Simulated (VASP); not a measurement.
Crystal: V.

```
V
1.0
     0.00000    1.89638    1.89638
     1.89638    0.00000    1.89638
     1.89638    1.89638    0.00000
V
1
Direct
  0.00000 0.00000 0.00000
```

| Quantity | Value |
| --- | --- |
| Program | VASP 6.6.1 |
| Task | relaxation of cell and atoms |
| Functional | PBE |
| Dispersion | D3(BJ) |
| Potentials or basis | VASP PAW PBE potentials, release 64 (V_sv) |
| Cutoff | 600 eV |
| k mesh | 18 × 18 × 18 |
| Occupations | gaussian, width 0.1 eV |
| Spin | no spin polarisation |

At the start: pressure -4.6 GPa; volume 13.64 Å³/atom.

Task: How do energy, volume and symmetry change on relaxing?

Result: Over 3 steps the energy falls by 5.0 meV/atom and the volume is 13.30 Å³/atom (-2.5 %); space group Fm-3m (No. 225, to 0.05 Å).

Step by step:
```
step  energy change (eV)  largest force (eV/Å)  pressure (GPa)  volume (Å³)
   1              0.0000                0.0000           -4.58        13.64
   2              0.0031                0.0000            6.44        12.88
   3             -0.0050                0.0000           -0.04        13.30
```

Final structure:
```yaml
crystal:
  lattice:
    - [0.00000, 1.88058, 1.88058]
    - [1.88058, 0.00000, 1.88058]
    - [1.88058, 1.88058, 0.00000]
  atoms:
    - { symbol: V, position: [0.00000, 0.00000, 0.00000] }
```

Caveat: pairwise dispersion overbinds metals, which lowers pressure and volume.
